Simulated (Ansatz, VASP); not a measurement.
One calculation of Ir, two programs

INCAR

```
PREC     = Accurate       # precision mode
ENCUT    = 600            # plane-wave cutoff, eV
EDIFF    = 1E-7           # SCF threshold, eV
ISMEAR   = -1             # smearing method
SIGMA    = 0.15           # smearing width, eV
LREAL    = F              # projectors in reciprocal space
LASPH    = T              # aspherical terms in the spheres
NELM     = 100            # most SCF steps
ALGO     = Fast           # electronic algorithm
ISIF     = 3              # what is computed and relaxed
LWAVE    = F              # write WAVECAR
LCHARG   = F              # write CHGCAR
IBRION   = 2              # ionic algorithm
NSW      = 80             # ionic steps
EDIFFG   = -0.001         # ionic threshold
```

File KPOINTS:

```
Automatic mesh
0
Gamma
  20 20 20
```

Contents of POSCAR:

```
Ir
1.0
    0.0000000000      1.9054048528      1.9054048528
    1.9054048528      0.0000000000      1.9054048528
    1.9054048528      1.9054048528      0.0000000000
Ir
1
Direct
    0.0000000000      0.0000000000      0.0000000000
```

Input for Ansatz:

```yaml
crystal:
  lattice:
    - [0.0, 1.9054048528, 1.9054048528]
    - [1.9054048528, 0.0, 1.9054048528]
    - [1.9054048528, 1.9054048528, 0.0]
  atoms:
    - { symbol: Ir, position: [0.0, 0.0, 0.0] }
basis:
  ecutwfc: 420
kpoints:
  mp_grid: { grid: [20, 20, 20] }
hamiltonian:
  xc: lda
scf:
  occupations: { method: fermi_dirac, width: 0.15 }
output:
  forces: true
  stress: true
  eigenvalues: true
relax:
  adjacent_minimum: "off"
  f_tol: 0.001
  max_steps: 60
  cell: { stress_tol: 0.01 }
```

Alike in both runs: task relaxation of cell and atoms; functional LDA; k mesh 20 × 20 × 20; occupations fermi-dirac, width 0.15 eV; no spin polarisation.

```csv
,VASP,Ansatz
version,VASP 6.6.1,Ansatz 0.2.0
potentials or method,"VASP PAW LDA potentials, release 64 (Ir), cutoff 600 eV","scalar-relativistic, plane waves, PAW"
valence electrons in the cell,9,17
```

Ansatz gave:

* gap on the k mesh at the Fermi level, each at its own relaxed structure (eV): none
* relaxed volume (Å³/atom): 13.86
* relaxed cell length with the largest relative difference (Å): 2.696

Question: Which values does VASP return?

Answer: gap on the k mesh at the Fermi level, each at its own relaxed structure (eV): none; relaxed volume (Å³/atom): 13.95; relaxed cell length with the largest relative difference (Å): 2.702.

LDA's correlation is that of Perdew and Zunger in VASP and of Perdew and Wang (1992) in Ansatz. A gap of «none» marks a metal or a gap that the smearing closes. VASP's potentials hold 9 valence electrons a cell and Ansatz's 17, so a difference there can come from the potentials and not from the codes.

Spin-orbit coupling is off throughout.
